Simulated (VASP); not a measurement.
# Hg (P2_1/m) in VASP: further runs

Hg is run at these levels: LDA; tasks: single point.

Program: VASP 6.6.1. These are calculated values, not measurements. Logs are shortened: lines on timing, memory, paths and dates and some standing lists are left out, and cuts for length are marked.

### Step 1. The cell of the first run

Symmetry: P2_1/m, No. 11, monoclinic system. The conventional cell has a = 3.413 Å, b = 5.499 Å, c = 3.509 Å, α = 90.00°, β = 118.98°, γ = 90.00°. Within 4.4 Å of Hg (site symmetry m) lie 12 Hg at 3.35 to 3.52 Å.

### Step 2. Single point, LDA (cell strained by +1.5% along z)

Input file INCAR:

```
GGA = CA
ISMEAR = 1
SIGMA = 0.1
LWAVE = F
LCHARG = F
ISIF = 2
PREC = Accurate
LASPH = T
LREAL = F
ALGO = Normal
EDIFF = 1E-6
NELM = 120
GGA_COMPAT = F
ENCUT = 310
KPAR = 4
NBANDS = 22
ADDGRID = F
```

Input file KPOINTS:

```
Automatic mesh
0
Gamma
  12 7 12
  0 0 0
```

Input file POSCAR:

```
Hg
1.0
    3.4133030269      0.0000000000      0.0000000000
    0.0000000000      5.4991271400      0.0000000000
   -1.6998547957      0.0000000000      3.0694875463
Hg
2
Direct
    0.3484403100      0.7500000000      0.1957718400
    0.6597936200      0.2500000000      0.8207618600
```

Potentials or basis: VASP PAW LDA potentials, release 64 (Hg).

The run is started by

```bash
> cat potpaw_LDA.64/Hg/POTCAR > POTCAR
> mpirun -np 4 vasp_std > vasp.out
```

OUTCAR:

```text
GGA = CA
   ISMEAR = 1
   ISIF = 2
   PREC = Accurate
   LASPH = T
   LREAL = F
   EDIFF = 1E-6
   NELM = 120
   ENCUT = 310

 Found    296 irreducible k-points:

 Following reciprocal coordinates:
            Coordinates               Weight
  0.000000  0.000000  0.000000      1.000000
  0.083333  0.000000  0.000000      2.000000
  0.166667  0.000000 -0.000000      2.000000
  0.250000  0.000000 -0.000000      2.000000
  0.333333  0.000000 -0.000000      2.000000
  0.416667  0.000000 -0.000000      2.000000
   k-points           NKPTS =    296   k-points in BZ     NKDIM =    296   number of bands    NBANDS=     22
   number of dos      NEDOS =    301   number of ions     NIONS =      2
   total plane-waves  NPLWV =  12800
   dimension x,y,z NGX =    20 NGY =   32 NGZ =   20
   dimension x,y,z NGXF=    40 NGYF=   64 NGZF=   40
   ions per type =               2
   NGX,Y,Z   is equivalent  to a cutoff of   9.74,  9.67,  9.48 a.u.
   NGXF,Y,Z  is equivalent  to a cutoff of  19.48, 19.35, 18.95 a.u.
 SYSTEM =  unknown system
   PREC   = accura    normal or accurate (medium, high low for compatibility)
   ISTART =      0    job   : 0-new  1-cont  2-samecut
   ICHARG =      2    charge: 1-file 2-atom 10-const
   ISPIN  =      1    spin polarized calculation?
   LNONCOLLINEAR =      F non collinear calculations
   LSORBIT =      F    spin-orbit coupling
   LASPH  =      T    aspherical Exc in radial PAW
   ENCUT  =  310.0 eV  22.78 Ry    4.77 a.u.   4.90  7.89  5.04*2*pi/ulx,y,z
   NELM   =    120;   NELMIN=  2; NELMDL= -5     # of ELM steps
   EDIFF  = 0.1E-05   stopping-criterion for ELM
   LREAL  =      F    real-space projection
[... 7 lines left out ...]
   TEBEG  =    0.0;   TEEND  =   0.0 temperature during run

   SCALEE = 1.0000    scale energy and forces
   PSTRESS=    0.0 pullay stress
   NELECT =      24.0000    total number of electrons
   NUPDOWN=      -1.0000    fix difference up-down
   EMIN   =  10.00;   EMAX   =-10.00  energy-range for DOS
   EFERMI =   0.00;   METHOD = LEGACY
   ISMEAR =     1;   SIGMA  =   0.10  broadening in eV -4-tet -1-fermi 0-gaus
   EFERMI_NEDOS =   21; number of points for ismear=-14 and -15
   IALGO  =     38    algorithm
   IMIX   =      4    mixing-type and parameters
     AMIX     =   0.40;   BMIX     =  1.00
     AMIX_MAG =   1.60;   BMIX_MAG =  1.00
  volume/ion in A,a.u.               =      28.81       194.40
  Fermi-wavevector in a.u.,A,eV,Ry     =   1.222645  2.310464 20.338820  1.494861
  Thomas-Fermi vector in A             =   2.357784
   LORBIT       =      0    0 simple, 1 ext, 2 COOP (PROOUT), +10 PAW based schemes
   GGA     = CA    functional components
   LHFCALC =     F    Hartree Fock is set to
   AEXX    =    0.0000 exact exchange contribution
   IVDW    =     0    specifies the selected vdW correction
   LEPSILON=     F    determine dielectric tensor
   LRPA    =     F    only Hartree local field effects (RPA)

   CSHIFT  =0.1000    complex shift for real part using Kramers Kronig

   OMEGAMAX=  -1.0    maximum frequency
 non-spin polarized calculation
 Methfessel and Paxton  Order N= 1 SIGMA  =   0.10
  energy-cutoff  :      310.00
  volume of cell :       57.61
 maximum number of plane-waves:       727
   NGX =  9   NGY = 15   NGZ = 11

 number of electron      24.0000011 magnetization

 Free energy of the ion-electron system (eV)
  ---------------------------------------------------
  ext. energy  EPLUGINS =         0.00000000
  ---------------------------------------------------
  free energy    TOTEN  =        -1.63604781 eV

  energy without entropy =       -1.63610893  energy(sigma->0) =       -1.63606818

 E-fermi :   0.6331     XC(G=0): -10.1511

 val. band max:        0.6297804231   @ k =  -0.4167   0.0000   0.0833
 cond. band min:       0.6418733963   @ k =  -0.4167   0.0000   0.3333
 fundamental gap:      0.0120929732
 Fermi energy:         0.6331103947

 k-point     1 :       0.0000    0.0000    0.0000
  band No.  band energies     occupation
      1      -6.5612      2.00000
      2      -5.9386      2.00000
      3      -5.3749      2.00000
      4      -5.3460      2.00000
      5      -5.2092      2.00000
      6      -5.1980      2.00000
      7      -5.1927      2.00000
      8      -5.1433      2.00000
      9      -5.0351      2.00000
     10      -4.6525      2.00000
     11      -4.5577      2.00000
     12      -0.6168      2.00000
     13       0.3160      2.00007
     14      10.8793      0.00000
     15      12.0261      0.00000
     16      13.5005      0.00000
     17      13.6456      0.00000
     18      13.6826      0.00000
     19      14.3240      0.00000
     20      14.8414      0.00000
     21      16.1459      0.00000
     22      17.3219      0.00000

 k-point     2 :       0.0833    0.0000    0.0000
  band No.  band energies     occupation
      1      -6.4330      2.00000
      2      -5.8841      2.00000
      3      -5.3748      2.00000
      4      -5.2964      2.00000
      5      -5.2196      2.00000
      6      -5.2174      2.00000
      7      -5.1635      2.00000
      8      -5.1275      2.00000
      9      -5.0699      2.00000
     10      -4.7050      2.00000
     11      -4.5592      2.00000
     12      -0.5590      2.00000
     13       0.5301      2.05589
     14      10.1270      0.00000
     15      10.7063      0.00000
     16      12.3678      0.00000
     17      13.9886      0.00000
     18      14.5590      0.00000
     19      14.8443      0.00000
     20      14.9142      0.00000
     21      15.6698      0.00000
     22      16.3298      0.00000

 k-point     3 :       0.1667    0.0000   -0.0000
  band No.  band energies     occupation
      1      -6.0930      2.00000
      2      -5.7682      2.00000
      3      -5.3701      2.00000
      4      -5.2756      2.00000
      5      -5.1980      2.00000
      6      -5.1727      2.00000
      7      -5.1501      2.00000
      8      -5.1148      2.00000
      9      -5.0254      2.00000
     10      -4.8259      2.00000
     11      -4.5487      2.00000
     12      -0.3708      2.00000
     13       1.1247     -0.00000
     14       7.8512      0.00000
     15       9.5380      0.00000
     16      11.1862      0.00000
     17      13.2666      0.00000
     18      13.6145      0.00000
     19      14.0857      0.00000
     20      14.9666      0.00000
     21      15.6416      0.00000
     22      15.7505      0.00000

 k-point     4 :       0.2500    0.0000   -0.0000
  band No.  band energies     occupation
      1      -5.7894      2.00000
      2      -5.7376      2.00000
      3      -5.4004      2.00000
      4      -5.2886      2.00000
      5      -5.2410      2.00000
      6      -5.1198      2.00000
      7      -4.9702      2.00000
      8      -4.9316      2.00000
      9      -4.8972      2.00000
     10      -4.7539      2.00000
     11      -4.5343      2.00000
     12      -0.0194      2.00000
     13       2.0010     -0.00000
     14       5.4849      0.00000
     15       8.5193      0.00000
     16       9.3581      0.00000
     17      11.7480      0.00000
     18      12.2319      0.00000
     19      13.3385      0.00000
     20      14.0278      0.00000
     21      16.1583      0.00000
     22      16.5442      0.00000

 k-point     5 :       0.3333    0.0000   -0.0000
  band No.  band energies     occupation
      1      -5.8051      2.00000
      2      -5.7313      2.00000
      3      -5.5678      2.00000
      4      -5.3605      2.00000
      5      -5.1330      2.00000
      6      -5.0026      2.00000
      7      -4.9195      2.00000
      8      -4.7783      2.00000
      9      -4.7244      2.00000
     10      -4.5234      2.00000
     11      -3.9119      2.00000
     12       0.4561      2.03124
     13       3.0575      0.00000
     14       3.4210      0.00000
     15       7.2533      0.00000
     16       7.6889      0.00000
     17       9.9750      0.00000
     18      11.6955      0.00000
     19      12.5889      0.00000
     20      13.3446      0.00000
     21      16.3101      0.00000
     22      16.8934      0.00000

 k-point     6 :       0.4167    0.0000   -0.0000
  band No.  band energies     occupation
      1      -5.8722      2.00000
      2      -5.7526      2.00000
      3      -5.6904      2.00000
      4      -5.4057      2.00000
      5      -5.0680      2.00000
      6      -5.0441      2.00000
      7      -4.7646      2.00000
      8      -4.6385      2.00000
      9      -4.5822      2.00000
     10      -4.5174      2.00000
     11      -2.6953      2.00000
     12       0.2797      2.00001
     13       2.5477     -0.00000
     14       4.1443      0.00000
     15       5.3177      0.00000
     16       7.1440      0.00000
     17       8.4674      0.00000
     18      11.3622      0.00000
     19      12.1353      0.00000
     20      12.9267      0.00000
     21      16.3418      0.00000
     22      16.7951      0.00000

 [... further k-points ...]
[... 5 lines left out ...]
  --------------------------------------------------------------------------------------
  -------------------------------------------------------------------------------------
  Total       -1.8059267     -1.8738725     -1.7781513      0.0000000      0.0000000     -0.0008669
  in kB      -50.2199433    -52.1094065    -49.4475549      0.0000000      0.0000000     -0.0241066
  external PRESSURE =     -50.5923016 kB  Pullay stress =       0.0000000 kB

 VOLUME and BASIS-vectors are now :
 -----------------------------------------------------------------------------
  energy-cutoff  :      310.00
  volume of cell :       57.61
      direct lattice vectors                 reciprocal lattice vectors
     3.413303027  0.000000000  0.000000000     0.292971351  0.000000000  0.162244918
     0.000000000  5.499127140  0.000000000     0.000000000  0.181847041  0.000000000
    -1.699854796  0.000000000  3.069487546     0.000000000  0.000000000  0.325787280

 POSITION                                       TOTAL-FORCE (eV/Angst)
 -----------------------------------------------------------------------------------
      0.85655      4.12435      0.60092        -0.000171     -0.000000      0.008448
      0.85690      1.37478      2.51932         0.000171      0.000000     -0.008448
 -----------------------------------------------------------------------------------
    total drift:                               -0.000008     -0.000000     -0.000027

  FREE ENERGIE OF THE ION-ELECTRON SYSTEM (eV)
  ---------------------------------------------------
  free  energy   TOTEN  =        -1.6360478073 eV

  energy  without entropy=       -1.6361089334  energy(sigma->0) =       -1.63606818
```

It took 13 s on 4 MPI ranks of Intel Xeon 6975P-C (Granite Rapids), shared host; peak memory 0.21 GiB.

What came out:

```yaml
Free_energy: -1.6360 eV
Pressure: -5.1 GPa
Largest_force: 0.008 eV/Å
Band_gap_on_the_k_mesh: zero (bands 12 and 13 overlap by 0.41 eV)
```

Forces in eV/Å, atoms in the order of the input:
```
Hg   0.000  0.000  0.008
Hg   0.000  0.000 -0.008
```

Stress tensor (GPa, compression positive):
```
-5.02  0.00  0.00
 0.00 -5.21  0.00
 0.00  0.00 -4.94
```

Levels at points of the mesh, in eV from the Fermi level:
| k point | band 9 | band 10 | band 11 | band 12 | band 13 | band 14 | band 15 | band 16 |
| --- | --- | --- | --- | --- | --- | --- | --- | --- |
| (0.00, 0.00, 0.00) | -5.67 | -5.29 | -5.19 | -1.25 | -0.32 | 10.25 | 11.39 | 12.87 |
| (0.50, 0.00, 0.00) | -5.16 | -5.15 | -2.15 | -1.48 | 2.53 | 3.42 | 4.12 | 6.32 |
| (0.00, 0.00, 0.50) | -5.17 | -5.15 | -2.36 | -1.92 | 2.57 | 3.24 | 4.30 | 6.33 |
| (0.50, 0.00, 0.50) | -5.16 | -5.15 | -2.13 | -1.48 | 2.54 | 3.43 | 4.15 | 6.27 |

Caveat: the cell differs from its parent crystal (cell strained by +1.5% along z); the cell stands under tension; spin-orbit coupling is left out, which moves the levels of the heavy elements.

### Step 3. Single point, LDA (cell strained by +1.5% along z)

Input file INCAR:

```
GGA = CA
ISMEAR = 1
SIGMA = 0.05
LWAVE = F
LCHARG = F
ISIF = 2
PREC = Accurate
LASPH = T
LREAL = F
ALGO = Normal
EDIFF = 1E-8
NELM = 120
GGA_COMPAT = F
ENCUT = 610
KPAR = 4
NBANDS = 32
ADDGRID = F
```

Input file KPOINTS:

```
Automatic mesh
0
Gamma
  17 10 17
  0 0 0
```

POSCAR is that of step 2.

Potentials or basis: VASP PAW LDA potentials, release 64 (Hg).

The run is started by

```bash
> cat potpaw_LDA.64/Hg/POTCAR > POTCAR
> mpirun -np 4 vasp_std > vasp.out
```

OUTCAR:

```text
GGA = CA
   ISMEAR = 1
   ISIF = 2
   PREC = Accurate
   LASPH = T
   LREAL = F
   EDIFF = 1E-8
   NELM = 120
   ENCUT = 610

 ion  position               nearest neighbor table
   1  0.348  0.750  0.196-   2 3.35   2 3.35   2 3.43   2 3.43   2 3.44   2 3.44
   2  0.660  0.250  0.821-   1 3.35   1 3.35   1 3.43   1 3.43   1 3.44   1 3.44

  LATTYP: Found a simple monoclinic cell.
 ALAT       =     3.4133030269
 B/A-ratio  =     1.6110867089
 C/A-ratio  =     1.0279604549
 COS(beta)  =    -0.4844629519

  Lattice vectors:

 A1 = (   3.4133030269,   0.0000000000,   0.0000000000)
 A2 = (   0.0000000000,   5.4991271400,   0.0000000000)
 A3 = (  -1.6998547957,   0.0000000000,   3.0694875463)

Analysis of symmetry for initial positions (statically):
=====================================================================
 Subroutine PRICEL returns:
 Original cell was already a primitive cell.

 Routine SETGRP: Setting up the symmetry group for a
 simple monoclinic supercell.

 Subroutine GETGRP returns: Found  4 space group operations
 (whereof  1 operations were pure point group operations)
 out of a pool of  4 trial point group operations.

[... 167 lines left out ...]

  energy without entropy =       -1.63534476  energy(sigma->0) =       -1.63536148

 E-fermi :   0.6516     XC(G=0): -10.1499

 val. band max:        0.6403348835   @ k =  -0.4706   0.1000   0.2941
 cond. band min:       0.6721485801   @ k =  -0.4118   0.0000   0.1176
 fundamental gap:      0.0318136967
 Fermi energy:         0.6516475745

 k-point     1 :       0.0000    0.0000    0.0000
  band No.  band energies     occupation
      1      -6.5598      2.00000
      2      -5.9450      2.00000
      3      -5.3829      2.00000
      4      -5.3549      2.00000
      5      -5.2173      2.00000
      6      -5.2068      2.00000
[... 637 lines left out ...]
     23      17.9886      0.00000
     24      19.5236      0.00000

 [... further k-points ...]

 [bands above 24 left out]

------------------------ aborting loop because EDIFF is reached ----------------------------------------

  FORCE on cell =-STRESS in cart. coord.  units (eV):
  Direction    XX          YY          ZZ          XY          YZ          ZX
  --------------------------------------------------------------------------------------
  -------------------------------------------------------------------------------------
  Total       -1.4908530     -1.6224690     -1.4804857      0.0000000      0.0000000     -0.0013648
  in kB      -41.4582466    -45.1182771    -41.1699466      0.0000000      0.0000000     -0.0379519
  external PRESSURE =     -42.5821568 kB  Pullay stress =       0.0000000 kB

 VOLUME and BASIS-vectors are now :
 -----------------------------------------------------------------------------
  energy-cutoff  :      610.00
  volume of cell :       57.61
      direct lattice vectors                 reciprocal lattice vectors
     3.413303027  0.000000000  0.000000000     0.292971351  0.000000000  0.162244918
     0.000000000  5.499127140  0.000000000     0.000000000  0.181847041  0.000000000
    -1.699854796  0.000000000  3.069487546     0.000000000  0.000000000  0.325787280

 POSITION                                       TOTAL-FORCE (eV/Angst)
 -----------------------------------------------------------------------------------
      0.85655      4.12435      0.60092        -0.000071     -0.000000      0.003927
      0.85690      1.37478      2.51932         0.000071      0.000000     -0.003927
 -----------------------------------------------------------------------------------
    total drift:                               -0.000002      0.000000     -0.000000

  FREE ENERGIE OF THE ION-ELECTRON SYSTEM (eV)
  ---------------------------------------------------
  free  energy   TOTEN  =        -1.6353698432 eV

  energy  without entropy=       -1.6353447643  energy(sigma->0) =       -1.63536148
```

stdout:

```text
POSCAR found type information on POSCAR Hg
 POSCAR found :  1 types and       2 ions
 scaLAPACK will be used
 LDA part: xc-table for (Slater(with rela. corr.)+CA(PZ))
 , standard interpolation
 POSCAR, INCAR and KPOINTS ok, starting setup
 FFT: planning ... GRIDC
 FFT: planning ... GRID_SOFT
 FFT: planning ... GRID
 WAVECAR not read
 entering main loop
```

It took 3.3 min on 4 MPI ranks of Intel Xeon 6975P-C (Granite Rapids), shared host; peak memory 1.3 GiB.

What came out:

```
Free energy            : -1.6354 eV
Pressure               : -4.3 GPa
Largest force          : 0.004 eV/Å
Band gap on the k mesh : zero (bands 12 and 13 overlap by 0.49 eV)
```

Forces in eV/Å, atoms in the order of the input:
```
Hg   0.000  0.000  0.004
Hg   0.000  0.000 -0.004
```

Levels at points of the mesh, in eV from the Fermi level:
| k point | band 10 | band 11 | band 12 | band 13 | band 14 | band 15 |
| --- | --- | --- | --- | --- | --- | --- |
| (0.00, 0.00, 0.00) | -5.31 | -5.22 | -1.27 | -0.34 | 10.23 | 11.38 |
| (0.00, 0.50, 0.00) | -5.39 | -5.38 | -5.38 | 6.56 | 6.56 | 11.52 |

Caveat: the cell differs from its parent crystal (cell strained by +1.5% along z); the cell stands under tension; spin-orbit coupling is left out, which moves the levels of the heavy elements.
